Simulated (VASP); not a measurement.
Here is a VASP 6.6.1 calculation.

Contents of INCAR:

```
  PREC = Accurate
  ENCUT = 910
  EDIFF = 1E-6
  ISMEAR = 0
  SIGMA = 0.1
  LREAL = False
  LASPH = True
  NELM = 120
  ALGO = Normal
  ISIF = 2
  LWAVE = False
  LCHARG = False
  GGA = CA
  NBANDS = 26
  GGA_COMPAT = False
```

Contents of KPOINTS:

```
Automatic mesh
0
Gamma
  6 6 4
```

POSCAR

```
ZnO
1.0
    3.2373510200      0.0000000000      0.0000000000
   -1.6186755100      2.8036282300      0.0000000000
    0.0000000000      0.0000000000      5.2220613000
Zn O
2 2
Direct
    0.6666666700      0.3333333300      0.5005917000
    0.3333333300      0.6666666700      0.0005917000
    0.6666666700      0.3333333300      0.8797183000
    0.3333333300      0.6666666700      0.3797183000
```

Potentials or basis: VASP PAW LDA potentials, release 64 (Zn, O_h).

Run with:

```bash
$ cat potpaw_LDA.64/Zn/POTCAR potpaw_LDA.64/O_h/POTCAR > POTCAR
$ mpirun -np 1 vasp_std > vasp.out
```

(1) What does it give for the band gap on the k mesh?

(2) Predict the pressure.

Results:

(1) 0.74 eV, direct.

(2) -5.8 GPa.

Caveat: the cutoff is under 1.25 times the usual one of these potentials, so pressure, stress and relaxed cells hold a basis-set (Pulay) error.
